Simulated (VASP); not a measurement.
Here is a VASP 6.6.1 calculation.

Contents of INCAR:

```
SYSTEM = Ca
PREC = Accurate
ENCUT = 500
EDIFF = 1E-6
ISMEAR = -1
SIGMA = 0.1
LREAL = .FALSE.
LASPH = .TRUE.
NELM = 120
ALGO = Normal
ISIF = 2
LWAVE = .FALSE.
LCHARG = .TRUE.
LELF = .TRUE.
LVHAR = .TRUE.
NBANDS = 11
GGA_COMPAT = .FALSE.
```

Contents of KPOINTS:

```
regular mesh
0
G
  14 14 14
  0 0 0
```

Contents of POSCAR:

```
Ca
1.0
    0.0000000000      2.6720444150      2.6720444150
    2.6720444150      0.0000000000      2.6720444150
    2.6720444150      2.6720444150      0.0000000000
Ca
1
Direct
    0.0000000000      0.0000000000      0.0000000000
```

Potentials or basis: VASP PAW LDA potentials, release 64 (Ca_sv).

Run with:

```sh
$ cat potpaw_LDA.64/Ca_sv/POTCAR > POTCAR
$ mpirun -np 1 vasp_std > vasp.out
```

(1) What does it give for the pressure?

(2) What does it give for the band gap on the k mesh?

## Answers

(1) 0.0 GPa.

(2) zero (bands 5 and 6 overlap by 0.11 eV).
